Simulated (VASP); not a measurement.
# MoS2 (P-3m1) in VASP: further runs

Runs on MoS2. Level: PBE+D3(BJ). Tasks: single point.

Everything below comes from runs of VASP 6.6.1. Logs are shortened: lines on timing, memory, paths and dates and some standing lists are left out, and cuts for length are marked.

## 1. The cell of the first run

The typed cell holds 6 atoms: a = 3.244 Å, b = 3.244 Å, c = 12.096 Å, α = 90.00°, β = 90.00°, γ = 120.00°.

## 2. Single point, PBE+D3(BJ)

INCAR reads:

```
SYSTEM = MoS2
  PREC = Accurate
  ENCUT = 520
  EDIFF = 1E-6
  ISMEAR = 0
  SIGMA = 0.05
  LREAL = .FALSE.
  LASPH = .TRUE.
  NELM = 80
  ALGO = Normal
  ISIF = 2
  LWAVE = .FALSE.
  LCHARG = .FALSE.
  GGA = PE
  IVDW = 12
  NBANDS = 35
```

KPOINTS reads:

```
Automatic mesh
0
G
  12 12 4
  0 0 0
```

POSCAR reads:

```
MoS2
1.0
    3.2438000000      0.0000000000      0.0000000000
   -1.6219000000      2.8092132048      0.0000000000
    0.0000000000      0.0000000000     12.0957854159
Mo S
2 4
Direct
    0.6666666667      0.3333333333      0.2501439769
    0.3333333333      0.6666666667      0.7498560231
    0.3333333333      0.6666666667      0.3795985159
    0.6666666667      0.3333333333      0.8793132861
    0.3333333333      0.6666666667      0.1206867139
    0.6666666667      0.3333333333      0.6204014841
```

Potentials or basis: VASP PAW PBE potentials, release 64 (Mo_sv, S).

On the command line:

```sh
cat potpaw_PBE.64/Mo_sv/POTCAR potpaw_PBE.64/S/POTCAR > POTCAR
mpirun -np 1 vasp_std > vasp.out
```

OUTCAR:

```text
SYSTEM = MoS2
   PREC = Accurate
   ENCUT = 520
   EDIFF = 1E-6
   ISMEAR = 0
   LREAL = .FALSE.
   LASPH = .TRUE.
   NELM = 80
   ISIF = 2
   GGA = PE
   IVDW = 12
 IVDW          = 12

 ion  position               nearest neighbor table
   1  0.667  0.333  0.250-   3 2.44   3 2.44   3 2.44   5 2.44   5 2.44   5 2.44
   2  0.333  0.667  0.750-   6 2.44   6 2.44   6 2.44   4 2.44   4 2.44   4 2.44
   3  0.333  0.667  0.380-   1 2.44   1 2.44   1 2.44
   4  0.667  0.333  0.879-   2 2.44   2 2.44   2 2.44
   5  0.333  0.667  0.121-   1 2.44   1 2.44   1 2.44
   6  0.667  0.333  0.620-   2 2.44   2 2.44   2 2.44

  LATTYP: Found a hexagonal cell.
 ALAT       =     3.2438000000
 C/A-ratio  =     3.7288937098

  Lattice vectors:

 A1 = (   3.2438000000,   0.0000000000,   0.0000000000)
 A2 = (  -1.6219000000,   2.8092132048,   0.0000000000)
 A3 = (   0.0000000000,   0.0000000000,  12.0957854159)

Analysis of symmetry for initial positions (statically):
=====================================================================
 Subroutine PRICEL returns:
 Original cell was already a primitive cell.

 Routine SETGRP: Setting up the symmetry group for a
 hexagonal supercell.

 Subroutine GETGRP returns: Found 12 space group operations
 (whereof 12 operations were pure point group operations)
 out of a pool of 24 trial point group operations.

The static configuration has the point symmetry D_3d.

Analysis of symmetry for dynamics (positions and initial velocities):
=====================================================================
 Subroutine PRICEL returns:
 Original cell was already a primitive cell.

 Routine SETGRP: Setting up the symmetry group for a
 hexagonal supercell.

 Subroutine GETGRP returns: Found 12 space group operations
 (whereof 12 operations were pure point group operations)
 out of a pool of 24 trial point group operations.

The dynamic configuration has the point symmetry D_3d.

 Subroutine INISYM returns: Found 12 space group operations
 (whereof 12 operations are pure point group operations),
 and found     1 'primitive' translations

----------------------------------------------------------------------------------------

                                     Primitive cell

  volume of cell :     110.2232

  direct lattice vectors                    reciprocal lattice vectors
     3.243800000  0.000000000  0.000000000     0.308280412  0.177985779  0.000000000
[... 96 lines left out ...]
   EDIFFG = 0.1E-04   stopping-criterion for IOM
   NSW    =      0    number of steps for IOM
   IBRION =     -1    ionic relax: 0-MD 1-quasi-New 2-CG
   NFREE  =      0    steps in history (QN), initial steepest desc. (CG)
   ISIF   =      2    stress and relaxation
   ISYM   =      2    0-nonsym 1-usesym 2-fastsym
   POTIM  = 0.5000    time-step for ionic-motion
   TEBEG  =    0.0;   TEEND  =   0.0 temperature during run
   PSTRESS=    0.0 pullay stress
   NELECT =      52.0000    total number of electrons
   NUPDOWN=      -1.0000    fix difference up-down
   EMIN   =  10.00;   EMAX   =-10.00  energy-range for DOS
   EFERMI =   0.00;   METHOD = LEGACY
   ISMEAR =     0;   SIGMA  =   0.05  broadening in eV -4-tet -1-fermi 0-gaus
   EFERMI_NEDOS =   21; number of points for ismear=-14 and -15
   IALGO  =     38    algorithm
   IMIX   =      4    mixing-type and parameters
     AMIX     =   0.40;   BMIX     =  1.00
     AMIX_MAG =   1.60;   BMIX_MAG =  1.00
  volume/ion in A,a.u.               =      18.37       123.97
  Fermi-wavevector in a.u.,A,eV,Ry     =   1.274437  2.408336 22.098438  1.624189
  Thomas-Fermi vector in A             =   2.407205
   LORBIT       =      0    0 simple, 1 ext, 2 COOP (PROOUT), +10 PAW based schemes
   GGA     = PE    functional components
   LHFCALC =     F    Hartree Fock is set to
   AEXX    =    0.0000 exact exchange contribution
   IVDW    =    12    specifies the selected vdW correction
   LEPSILON=     F    determine dielectric tensor
   LRPA    =     F    only Hartree local field effects (RPA)
 non-spin polarized calculation
 Gauss-broadening in eV      SIGMA  =   0.05
  energy-cutoff  :      520.00
  volume of cell :      110.22
 maximum number of plane-waves:      3012
   NGX = 13   NGY = 13   NGZ = 45

 number of electron      52.0000007 magnetization

 Free energy of the ion-electron system (eV)
  ---------------------------------------------------
  ext. energy  EPLUGINS =         0.00000000
  ---------------------------------------------------
  free energy    TOTEN  =       -43.51026153 eV

  energy without entropy =      -43.51026153  energy(sigma->0) =      -43.51026153

 E-fermi :   7.5222     XC(G=0): -10.7211

 val. band max:        7.2851041757   @ k =   0.0000   0.0000   0.0000
 cond. band min:       7.9998655024   @ k =   0.3333   0.3333   0.0000
 fundamental gap:      0.7147613267
 Fermi energy:         7.5221978305

 k-point     1 :       0.0000    0.0000    0.0000
  band No.  band energies     occupation
      1     -54.4202      2.00000
      2     -54.4202      2.00000
      3     -28.5156      2.00000
      4     -28.5155      2.00000
      5     -28.3748      2.00000
      6     -28.3748      2.00000
[... 901 lines left out ...]
     34       9.7143      0.00000
     35      13.8701      0.00000

 [... further k-points ...]

------------------------ aborting loop because EDIFF is reached ----------------------------------------

 Edisp (eV)   -2.46910

 E8    (eV) :    -0.9958

  FORCE on cell =-STRESS in cart. coord.  units (eV):
  Direction    XX          YY          ZZ          XY          YZ          ZX
  --------------------------------------------------------------------------------------
  -------------------------------------------------------------------------------------
  Total      -6.33442    -6.33442    -3.55077     0.00000    -0.00000     0.00000
  in kB     -92.07568   -92.07568   -51.61308     0.00000    -0.00000     0.00000
  external pressure =      -78.59 kB  Pullay stress =        0.00 kB

 VOLUME and BASIS-vectors are now :
 -----------------------------------------------------------------------------
  energy-cutoff  :      520.00
  volume of cell :      110.22
      direct lattice vectors                 reciprocal lattice vectors
     3.243800000  0.000000000  0.000000000     0.308280412  0.177985779  0.000000000
    -1.621900000  2.809213205  0.000000000     0.000000000  0.355971558  0.000000000
     0.000000000  0.000000000 12.095785416     0.000000000  0.000000000  0.082673424

 POSITION                                       TOTAL-FORCE (eV/Angst)
 -----------------------------------------------------------------------------------
      1.62190      0.93640      3.02569         0.000000     -0.000000     -0.001258
     -0.00000      1.87281      9.07010        -0.000000      0.000000      0.001258
     -0.00000      1.87281      4.59154         0.000000      0.000000     -0.551855
      1.62190      0.93640     10.63598         0.000000      0.000000     -0.549274
     -0.00000      1.87281      1.45980        -0.000000     -0.000000      0.549274
      1.62190      0.93640      7.50424        -0.000000     -0.000000      0.551855
 -----------------------------------------------------------------------------------
    total drift:                               -0.000000      0.000000      0.000000

  FREE ENERGIE OF THE ION-ELECTRON SYSTEM (eV)
  ---------------------------------------------------
  free  energy   TOTEN  =       -45.9793569492 eV

  energy  without entropy=      -45.9793569492  energy(sigma->0) =      -45.97935695
```

OSZICAR:

```text
N       E                     dE             d eps       ncg     rms          rms(c)
DAV:   1     0.436433165846E+03    0.43643E+03   -0.29164E+04  5310   0.140E+03
DAV:   2    -0.238005142960E+02   -0.46023E+03   -0.44459E+03  5867   0.362E+02
DAV:   3    -0.462632865913E+02   -0.22463E+02   -0.22041E+02  5855   0.730E+01
DAV:   4    -0.467129440738E+02   -0.44966E+00   -0.44829E+00  5715   0.105E+01
DAV:   5    -0.467214327655E+02   -0.84887E-02   -0.84870E-02  5738   0.146E+00    0.306E+01
DAV:   6    -0.445051180434E+02    0.22163E+01   -0.14586E+01  5257   0.239E+01    0.126E+01
DAV:   7    -0.438780703038E+02    0.62705E+00   -0.64497E+00  5145   0.158E+01    0.746E+00
DAV:   8    -0.435094062459E+02    0.36866E+00   -0.88008E-01  5227   0.617E+00    0.282E+00
DAV:   9    -0.435188387924E+02   -0.94325E-02   -0.10686E-01  5593   0.163E+00    0.118E+00
DAV:  10    -0.435104226513E+02    0.84161E-02   -0.34541E-02  5266   0.126E+00    0.449E-01
DAV:  11    -0.435105046201E+02   -0.81969E-04   -0.21037E-03  5266   0.246E-01    0.265E-01
DAV:  12    -0.435102653025E+02    0.23932E-03   -0.58760E-04  5351   0.141E-01    0.107E-01
DAV:  13    -0.435102572941E+02    0.80084E-05   -0.17703E-04  5703   0.702E-02    0.130E-02
DAV:  14    -0.435102607661E+02   -0.34720E-05   -0.10279E-05  4734   0.155E-02    0.191E-02
DAV:  15    -0.435102615336E+02   -0.76754E-06   -0.85394E-07  3813   0.474E-03
   1 F= -.45979357E+02 E0= -.45979357E+02  d E =-.840903E-14
```

Run time: 2.4 min. Hardware: 1 thread of Intel Xeon Platinum 8488C (Sapphire Rapids), shared host; peak memory 0.35 GiB.

Results:

* Free energy: -45.9794 eV
* Pressure: -7.9 GPa
* Largest force: 0.552 eV/Å
* Band gap on the k mesh: 0.71 eV (least direct gap 1.44 eV)
* Dispersion energy per atom: -0.412 eV

Forces on the atoms (eV/Å):
```
Mo   0.000  0.000 -0.001
Mo   0.000  0.000  0.001
S    0.000  0.000 -0.552
S    0.000  0.000 -0.549
S    0.000  0.000  0.549
S    0.000  0.000  0.552
```

Levels at points of the mesh, in eV from the valence-band top:
```tsv
k point	band 23	band 24	band 25	band 26	band 27	band 28	band 29	band 30
(0.00, 0.00, 0.00)	-2.29	-1.05	-0.98	0.00	1.79	1.79	1.83	1.83
(0.50, 0.00, 0.00)	-2.00	-1.74	-1.50	-1.29	1.24	1.30	1.66	1.88
(0.00, 0.00, 0.50)	-2.32	-2.32	-0.21	-0.21	1.79	1.79	1.79	1.79
(0.50, 0.00, 0.50)	-1.87	-1.87	-1.38	-1.38	1.27	1.27	1.78	1.78
```

Caveat: the cell stands under tension. A k mesh can miss the band edges.

## 3. Single point, PBE+D3(BJ)

This run uses another cell than the first one, of 20.12 Å³/atom.

INCAR reads:

```
SYSTEM = MoS2
ALGO = Normal
EDIFF = 1E-7
ENCUT = 520
GGA = PE
ISIF = 2
ISMEAR = 0
IVDW = 12
LASPH = .True.
LCHARG = .False.
LREAL = .False.
LWAVE = .False.
NBANDS = 35
NELM = 80
PREC = Accurate
SIGMA = 0.05
```

KPOINTS reads:

```
k-points
0
Gamma
  12 12 4
  0 0 0
```

POSCAR, as its differences from that of step 2:

```diff
@@ -2,5 +2,5 @@
 1.0
-    3.2438000000      0.0000000000      0.0000000000
-   -1.6219000000      2.8092132048      0.0000000000
-    0.0000000000      0.0000000000     12.0957854159
+    3.3068000000      0.0000000000      0.0000000000
+   -1.6534000000      2.8637728052      0.0000000000
+    0.0000000000      0.0000000000     12.7490000000
 Mo S
```

Potentials or basis: VASP PAW PBE potentials, release 64 (Mo_sv, S).

On the command line:

```sh
cat potpaw_PBE.64/Mo_sv/POTCAR potpaw_PBE.64/S/POTCAR > POTCAR
mpirun -np 1 vasp_std > vasp.out
```

Run time: 2.4 min. Hardware: 1 thread of Intel Xeon 6975P-C (Granite Rapids), shared host; peak memory 0.4 GiB.

The run converged. Its results:

* Free energy: -45.1524 eV
* Pressure: -16.8 GPa
* Largest force: 1.981 eV/Å
* Band gap on the k mesh: 0.90 eV (least direct gap 1.40 eV)
* Dispersion energy per atom: -0.375 eV

Forces in eV/Å, atoms in the order of the input:
```
Mo   0.000  0.000 -0.001
Mo   0.000  0.000  0.001
S    0.000  0.000 -1.981
S    0.000  0.000 -1.980
S    0.000  0.000  1.980
S    0.000  0.000  1.981
```

Stress tensor (GPa, compression positive):
```
-15.91   0.00   0.00
  0.00 -15.91   0.00
  0.00   0.00 -18.70
```

Levels at points of the mesh, in eV from the valence-band top:
```tsv
k point	band 24	band 25	band 26	band 27	band 28	band 29
(0.00, 0.00, 0.00)	-0.99	-0.80	0.00	1.92	1.92	1.93
(0.50, 0.00, 0.00)	-1.28	-1.07	-0.95	1.44	1.48	1.77
(0.00, 0.00, 0.50)	-1.72	-0.19	-0.18	1.91	1.91	1.91
(0.50, 0.00, 0.50)	-1.38	-1.00	-1.00	1.46	1.46	1.88
```

Caveat: the cell stands under tension; forces of over 1 eV/Å act on the atoms, so gaps and moduli don't describe the material at rest.

(Continued in part 2 of 2.)
